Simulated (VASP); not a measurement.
A run of VASP 6.6.1 is set up as follows.

File POSCAR:

```
BN
1.0
    0.0135975075      1.8130010000      1.8130010000
    1.8265985075      0.0000000000      1.8265985075
    1.8130010000      1.8130010000      0.0135975075
B N
1 1
Direct
    0.0000000000      0.0000000000      0.0000000000
    0.7500000000      0.7500000000      0.7500000000
```

The input INCAR.step1:

```
PREC = Accurate
ENCUT = 520
ISMEAR = 0
SIGMA = 0.05
LREAL = F
LASPH = T
NELM = 80
NBANDS = 11
GGA = PE
ALGO = Normal
EDIFF = 1E-4
LWAVE = T
LCHARG = F
```

INCAR.step2

```
PREC = Accurate
ENCUT = 520
EDIFF = 1E-6
ISMEAR = 0
SIGMA = 0.05
LREAL = F
LASPH = T
NELM = 80
ALGO = Normal
ISIF = 2
LWAVE = F
LCHARG = T
METAGGA = R2SCAN
LMIXTAU = T
LELF = T
LVHAR = T
NBANDS = 11
ISTART = 1
```

File KPOINTS:

```
Automatic mesh
0
Gamma
  12 12 12
```

Potentials or basis: VASP PAW PBE potentials, release 64 (B, N).

Launch:

```bash
$ cat potpaw_PBE.64/B/POTCAR potpaw_PBE.64/N/POTCAR > POTCAR
$ cp INCAR.step1 INCAR
$ mpirun -np 1 vasp_std > vasp.out
$ cp INCAR.step2 INCAR
$ mpirun -np 1 vasp_std > vasp.out
```

(1) Predict the band gap on the k mesh.

(2) Predict the pressure.

Answers

(1) 4.92 eV, indirect (least direct gap 9.25 eV).

(2) -4.0 GPa.

Caveat: the cell differs from its parent crystal (strain +0.0150 x Voigt [0, 0, 0, 0, 1, 0]); the PAW data sets were made with another functional, which shifts forces and pressure a little.
